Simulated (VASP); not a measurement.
# Cd in VASP: notebook

Cd is run at these levels: revPBE; tasks: single point, relaxation of cell and atoms.

Program: VASP 6.6.1. These are calculated values, not measurements. Logs are shortened: lines on timing, memory, paths and dates and some standing lists are left out, and cuts for length are marked.

## Step 1: The cell of the first run

The typed cell holds 1 atom: a = 3.182 Å, b = 3.146 Å, c = 3.125 Å, α = 59.48°, β = 58.87°, γ = 59.91°.

## Step 2: Single point, revPBE, collinear spin (the cell strained at random)

Contents of INCAR:

```
PREC     = Accurate       # precision mode
ENCUT    = 520            # plane-wave cutoff, eV
EDIFF    = 1E-6           # SCF threshold, eV
ISMEAR   = 1              # smearing method
SIGMA    = 0.05           # smearing width, eV
LREAL    = False          # projectors in reciprocal space
LASPH    = True           # aspherical terms in the spheres
NELM     = 150            # most SCF steps
ALGO     = Normal         # electronic algorithm
ISIF     = 2              # what is computed and relaxed
LWAVE    = False          # write WAVECAR
LCHARG   = False          # write CHGCAR
ISPIN    = 2              # spin polarisation
MAGMOM   = 0.5            # initial moments
LORBIT   = 11             # projections on sites
GGA      = RE             # functional
NBANDS   = 16             # bands
```

Contents of KPOINTS:

```
regular mesh
0
Gamma
  8 8 8
```

Contents of POSCAR:

```
Cd
1.0
    0.0041230000      2.2636280000      2.2363960000
    2.2219010000      0.0127300000      2.2277880000
    2.1929300000      2.2260500000      0.0417010000
Cd
1
Direct
    0.0124860000     -0.0262380000      0.0373000000
```

Potentials or basis: VASP PAW PBE potentials, release 64 (Cd).

On the command line:

```console
$ cat potpaw_PBE.64/Cd/POTCAR > POTCAR
$ mpirun -np 1 vasp_std > vasp.out
```

OUTCAR:

```text
PREC = Accurate
   ENCUT = 520
   EDIFF = 1E-6
   ISMEAR = 1
   LREAL = False
   LASPH = True
   NELM = 150
   ISIF = 2
   ISPIN = 2
   LORBIT = 11
   GGA = RE

 ion  position               nearest neighbor table
   1  0.012  0.974  0.037-

  LATTYP: Found a triclinic cell.
 ALAT       =     3.1250567292
 B/A-ratio  =     1.4114630599
 C/A-ratio  =     1.0182402100
 COS(alpha) =     0.0025611583
 COS(beta)  =     0.5170144857
 COS(gamma) =     0.6977813514

  Lattice vectors:

 A1 = (  -2.1929300000,  -2.2260500000,  -0.0417010000)
 A2 = (  -4.4107080000,   0.0248480000,  -0.0330930000)
 A3 = (  -0.0041230000,  -2.2636280000,  -2.2363960000)

Analysis of symmetry for initial positions (statically):
=====================================================================
 Subroutine PRICEL returns:
 Original cell was already a primitive cell.

 Routine SETGRP: Setting up the symmetry group for a
 triclinic supercell.

 Subroutine GETGRP returns: Found  2 space group operations
 (whereof  1 operations were pure point group operations)
 out of a pool of  2 trial point group operations.

The static configuration has the point symmetry C_1 .
 The point group associated with its full space group is S_2 .

Analysis of symmetry for dynamics (positions and initial velocities):
=====================================================================
 Subroutine PRICEL returns:
 Original cell was already a primitive cell.

 Routine SETGRP: Setting up the symmetry group for a
 triclinic supercell.

 Subroutine GETGRP returns: Found  2 space group operations
 (whereof  1 operations were pure point group operations)
 out of a pool of  2 trial point group operations.

The dynamic configuration has the point symmetry C_1 .
 The point group associated with its full space group is S_2 .

Analysis of structural, dynamic, and magnetic symmetry:
=====================================================================
 Subroutine PRICEL returns:
 Original cell was already a primitive cell.

 Routine SETGRP: Setting up the symmetry group for a
 triclinic supercell.

 Subroutine GETGRP returns: Found  2 space group operations
 (whereof  1 operations were pure point group operations)
 out of a pool of  2 trial point group operations.

The overall configuration has the point symmetry C_1 .
 The point group associated with its full space group is S_2 .
[... 109 lines left out ...]
   NUPDOWN=      -1.0000    fix difference up-down
   EMIN   =  10.00;   EMAX   =-10.00  energy-range for DOS
   EFERMI =   0.00;   METHOD = LEGACY
   ISMEAR =     1;   SIGMA  =   0.05  broadening in eV -4-tet -1-fermi 0-gaus
   EFERMI_NEDOS =   21; number of points for ismear=-14 and -15
   IALGO  =     38    algorithm
   IMIX   =      4    mixing-type and parameters
     AMIX     =   0.40;   BMIX     =  1.00
     AMIX_MAG =   1.60;   BMIX_MAG =  1.00
  volume/ion in A,a.u.               =      21.83       147.30
  Fermi-wavevector in a.u.,A,eV,Ry     =   1.341120  2.534350 24.471484  1.798603
  Thomas-Fermi vector in A             =   2.469379
   LORBIT       =     11    0 simple, 1 ext, 2 COOP (PROOUT), +10 PAW based schemes
   GGA     = RE    functional components
   LHFCALC =     F    Hartree Fock is set to
   AEXX    =    0.0000 exact exchange contribution
   IVDW    =     0    specifies the selected vdW correction
   LEPSILON=     F    determine dielectric tensor
   LRPA    =     F    only Hartree local field effects (RPA)
 spin polarized calculation
 Methfessel and Paxton  Order N= 1 SIGMA  =   0.05
  energy-cutoff  :      520.00
  volume of cell :       21.83
 maximum number of plane-waves:       598
   NGX = 11   NGY = 11   NGZ = 11

 number of electron      11.9999999 magnetization      -0.0000317

 number of electron      11.9999999 magnetization       0.0000037

 Free energy of the ion-electron system (eV)
  ---------------------------------------------------
  ext. energy  EPLUGINS =         0.00000000
  ---------------------------------------------------
  free energy    TOTEN  =        -0.38913948 eV

  energy without entropy =       -0.38921503  energy(sigma->0) =       -0.38916467

 E-fermi :   2.6682     XC(G=0): -10.8951

 val. band max:        2.6581944230   @ k =  -0.2500   0.5000   0.1250
 cond. band min:       2.6750609911   @ k =  -0.2500   0.2500   0.3750
 fundamental gap:      0.0168665681
 Fermi energy:         2.6681977256

 spin component 1

 k-point     1 :       0.0000    0.0000    0.0000
  band No.  band energies     occupation
      1      -6.2704      1.00000
      2      -6.2269      1.00000
      3      -6.1701      1.00000
      4      -5.8280      1.00000
      5      -5.7841      1.00000
      6      -5.7451      1.00000
[... 435 lines left out ...]
      5      -5.4436      1.00000
      6      -1.8939      1.00000
[... 8 lines left out ...]
     15      31.1403      0.00000
     16      32.5742      0.00000

 [... further k-points ...]

 spin component 2

 k-point     1 :       0.0000    0.0000    0.0000
  band No.  band energies     occupation
      1      -6.2704      1.00000
      2      -6.2269      1.00000
      3      -6.1701      1.00000
      4      -5.8280      1.00000
      5      -5.7842      1.00000
      6      -5.7451      1.00000
[... 435 lines left out ...]
      5      -5.4436      1.00000
      6      -1.8939      1.00000
[... 8 lines left out ...]
     15      31.1402      0.00000
     16      32.5742      0.00000

 [... further k-points ...]

------------------------ aborting loop because EDIFF is reached ----------------------------------------

  FORCE on cell =-STRESS in cart. coord.  units (eV):
  Direction    XX          YY          ZZ          XY          YZ          ZX
  --------------------------------------------------------------------------------------
  -------------------------------------------------------------------------------------
  Total        0.6480799      0.6703566      0.5790394      0.0135327      0.0866923      0.1305155
  in kB       47.5703663     49.2055231     42.5026550      0.9933271      6.3633856      9.5800998
  external PRESSURE =      46.4261814 kB  Pullay stress =       0.0000000 kB

 VOLUME and BASIS-vectors are now :
 -----------------------------------------------------------------------------
  energy-cutoff  :      520.00
  volume of cell :       21.83
      direct lattice vectors                 reciprocal lattice vectors
     0.004123000  2.263628000  2.236396000    -0.227174534  0.219573595  0.225319533
     2.221901000  0.012730000  2.227788000     0.223752104 -0.224675446  0.226998752
     2.192930000  2.226050000  0.041701000     0.229729913  0.227230826 -0.230421284

 POSITION                                       TOTAL-FORCE (eV/Angst)
 -----------------------------------------------------------------------------------
      2.24545      0.12369      2.19881         0.000000      0.000000      0.000000
 -----------------------------------------------------------------------------------
    total drift:                                0.000005      0.000021     -0.000015

  FREE ENERGIE OF THE ION-ELECTRON SYSTEM (eV)
  ---------------------------------------------------
  free  energy   TOTEN  =        -0.3891394845 eV

  energy  without entropy=       -0.3892150331  energy(sigma->0) =       -0.38916467

 total charge

# of ion       s       p       d       tot
------------------------------------------
    1        0.537   0.279   9.493  10.309

 magnetization (x)

# of ion       s       p       d       tot
------------------------------------------
    1       -0.000  -0.000   0.000  -0.000
```

Wall time 49 s (1 thread of Intel Xeon 6975P-C (Granite Rapids), shared host); peak memory 0.24 GiB.

What came out:

```
Free energy                                           : -0.3891 eV
Pressure                                              : 4.6 GPa
Band gap on the k mesh                                : zero (filled and empty bands overlap)
Net moment                                            : 0.00 μB per cell
Valence electrons inside the program's atomic spheres : Cd 10.31
```

Levels at points of the mesh, in eV from the Fermi level:
Spin up:
| k point | band 2 | band 3 | band 4 | band 5 | band 6 | band 7 | band 8 | band 9 | band 10 | band 11 |
| --- | --- | --- | --- | --- | --- | --- | --- | --- | --- | --- |
| (0.00, 0.00, 0.00) | -8.90 | -8.84 | -8.50 | -8.45 | -8.41 | 14.04 | 14.88 | 15.11 | 15.93 | 18.27 |
| (0.50, 0.00, 0.00) | -8.91 | -8.85 | -8.11 | -8.04 | -2.09 | -1.14 | 12.98 | 13.03 | 13.35 | 16.75 |
| (0.00, 0.50, 0.00) | -8.95 | -8.82 | -8.09 | -8.05 | -2.05 | -1.05 | 12.50 | 12.96 | 13.62 | 16.39 |
| (0.50, 0.50, 0.00) | -9.45 | -8.09 | -7.98 | -7.95 | -0.48 | 1.76 | 6.86 | 7.23 | 11.10 | 11.47 |
| (0.00, 0.00, 0.50) | -8.91 | -8.86 | -8.06 | -8.04 | -1.92 | -0.72 | 12.28 | 12.63 | 13.11 | 16.21 |
| (0.50, 0.00, 0.50) | -9.45 | -8.09 | -7.97 | -7.97 | -0.64 | 1.50 | 7.00 | 7.49 | 11.23 | 11.74 |
| (0.00, 0.50, 0.50) | -9.45 | -8.09 | -7.98 | -7.95 | -0.44 | 1.81 | 6.64 | 7.37 | 10.88 | 11.61 |
| (0.50, 0.50, 0.50) | -8.93 | -8.83 | -8.10 | -8.05 | -2.11 | -1.19 | 12.76 | 13.13 | 13.62 | 16.61 |
Spin down:
| k point | band 4 | band 5 | band 6 | band 7 | band 8 | band 9 |
| --- | --- | --- | --- | --- | --- | --- |
| (0.00, 0.00, 0.00) | -8.50 | -8.45 | -8.41 | 14.04 | 14.88 | 15.11 |
| (0.50, 0.00, 0.00) | -8.11 | -8.04 | -2.09 | -1.14 | 12.98 | 13.03 |
| (0.00, 0.50, 0.00) | -8.09 | -8.05 | -2.05 | -1.05 | 12.50 | 12.96 |
| (0.50, 0.50, 0.00) | -7.98 | -7.95 | -0.48 | 1.76 | 6.86 | 7.23 |
| (0.00, 0.00, 0.50) | -8.06 | -8.04 | -1.92 | -0.72 | 12.28 | 12.63 |
| (0.50, 0.00, 0.50) | -7.97 | -7.97 | -0.64 | 1.50 | 7.00 | 7.49 |
| (0.00, 0.50, 0.50) | -7.98 | -7.95 | -0.44 | 1.81 | 6.64 | 7.37 |
| (0.50, 0.50, 0.50) | -8.10 | -8.05 | -2.11 | -1.19 | 12.76 | 13.13 |

Caveat: the cell differs from its parent crystal (the cell strained at random); the cell stands under pressure; the PAW data sets were made with another functional, which shifts forces and pressure a little.

## Step 3: Relaxation of cell and atoms, revPBE, non-collinear spin, zero start, spin-orbit coupling

Contents of INCAR:

```
PREC = Accurate
ENCUT = 600
EDIFF = 1E-7
ISMEAR = 1
SIGMA = 0.05
LREAL = F
LASPH = T
NELM = 150
ALGO = Normal
ISIF = 3
LWAVE = F
LCHARG = F
MAGMOM = 0 0 0
LORBIT = 11
LSORBIT = T
GGA_COMPAT = F
LORBMOM = T
GGA = RE
IBRION = 2
NSW = 60
EDIFFG = -0.01
```

Contents of KPOINTS:

```
Automatic mesh
0
Gamma
  10 10 10
```

Contents of POSCAR:

```
Cd
1.0
    0.0000000000      2.2181497500      2.2181497500
    2.2181497500      0.0000000000      2.2181497500
    2.2181497500      2.2181497500      0.0000000000
Cd
1
Direct
    0.0000000000      0.0000000000      0.0000000000
```

Potentials or basis: VASP PAW PBE potentials, release 64 (Cd).

On the command line:

```console
$ cat potpaw_PBE.64/Cd/POTCAR > POTCAR
$ mpirun -np 1 vasp_ncl > vasp.out
```

Run time: 75 s. Hardware: 1 thread of Intel Xeon 6975P-C (Granite Rapids), shared host; peak memory 0.27 GiB.

The run converged. Its results:

```yaml
Free_energy: -0.4451 eV
Relaxed_volume: 23.95 Å³/atom
Relaxed_cell: a = 3.235 Å, b = 3.235 Å, c = 3.235 Å, α = 60.00°, β = 60.00°, γ = 60.00°
Space_group_after_relaxing_to_0.1_Å: Fm-3m (No. 225)
Energy_gained_by_relaxing: 25.3 meV/atom
Ionic_steps: 3
Pressure_after_relaxing: 0.0 GPa
Net_moment: 0.00 μB per cell
Valence_electrons_inside_the_program's_atomic_spheres: Cd 10.27
```

The path:
| step | energy change (eV) | largest force (eV/Å) | pressure (GPa) | volume (Å³) |
| --- | --- | --- | --- | --- |
| 1 | 0.0000 | 0.0000 | 4.31 | 21.83 |
| 2 | -0.0251 | 0.0000 | 0.30 | 23.74 |
| 3 | -0.0253 | 0.0000 | -0.04 | 23.95 |

Final structure:
```
Cd
1.0
     0.00000    2.28781    2.28781
     2.28781    0.00000    2.28781
     2.28781    2.28781    0.00000
Cd
1
Direct
  0.00000 0.00000 0.00000
```

Moments on the atoms (μB; x, y, z):
```
Cd  0.00 0.00 0.00
```

Caveat: the PAW data sets were made with another functional, which shifts forces and pressure a little.
